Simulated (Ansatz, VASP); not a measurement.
# Two plane-wave programs on Ge3Pd

POSCAR

```
Ge3Pd
1.0
    4.1694544153      0.0000000000      0.0000000000
    0.0000000000      4.1694544153      0.0000000000
    0.0000000000      0.0000000000      4.1694544153
Pd Ge
1 3
Direct
    0.0000000000      0.0000000000      0.0000000000
    0.5000000000      0.5000000000      0.0000000000
    0.5000000000      0.0000000000      0.5000000000
    0.0000000000      0.5000000000      0.5000000000
```

INCAR.step1

```
ALGO = Normal ; EDIFF = 1E-4
ENCUT = 520 ; GGA = PE
ISMEAR = -1 ; LASPH = T
LCHARG = F ; LREAL = F
LWAVE = T ; NBANDS = 34
NELM = 60 ; PREC = Accurate
SIGMA = 0.05
```

File INCAR.step2:

```
ALGO = Normal ; EDIFF = 1E-6
ENCUT = 520 ; ISIF = 2
ISMEAR = -1 ; ISTART = 1
LASPH = T ; LCHARG = F
LMIXTAU = T ; LREAL = F
LWAVE = F ; METAGGA = R2SCAN
NBANDS = 34 ; NELM = 60
PREC = Accurate ; SIGMA = 0.05
```

KPOINTS

```
k-points
0
Gamma
  7 7 7
```

File input.yaml:

```yaml
crystal:
  lattice:
    - [4.1694544153, 0.0, 0.0]
    - [0.0, 4.1694544153, 0.0]
    - [0.0, 0.0, 4.1694544153]
  atoms:
    - { symbol: Pd, position: [0.0, 0.0, 0.0] }
    - { symbol: Ge, position: [0.5, 0.5, 0.0] }
    - { symbol: Ge, position: [0.5, 0.0, 0.5] }
    - { symbol: Ge, position: [0.0, 0.5, 0.5] }
hamiltonian:
  xc: r2scan
  pseudopotentials: { kind: paw }
kpoints:
  mp_grid: { grid: [7, 7, 7] }
scf:
  occupations: { method: fermi_dirac, width: 0.05 }
output:
  forces: true
  stress: true
  eigenvalues: true
```

Alike in both runs: task single point; functional r2SCAN; k mesh 7 × 7 × 7; occupations fermi-dirac, width 0.05 eV; no spin polarisation.

|  | VASP | Ansatz |
| --- | --- | --- |
| version | VASP 6.6.1 | Ansatz 0.2.0 |
| potentials or method | VASP PAW PBE potentials, release 64 (Pd, Ge_d) | Ansatz PAW |
| plane-wave cutoff (eV) | 520 | 500 |
| valence electrons in the cell | 52 | 60 |

Ansatz gave:

| Property | Result |
| --- | --- |
| gap on the k mesh at the Fermi level (eV) | none |
| pressure (GPa) | -4.4 |

Question: Which values does VASP return?

Answer: gap on the k mesh at the Fermi level (eV): none; pressure (GPa): -4.5.

VASP's potentials were made for PBE, not for r2SCAN. A gap of «none» marks a metal or a gap that the smearing closes. The functional is the same, so the differences come from potentials, cutoffs and numerics. VASP's potentials hold 52 valence electrons a cell and Ansatz's 60, so a difference there can come from the potentials and not from the codes.
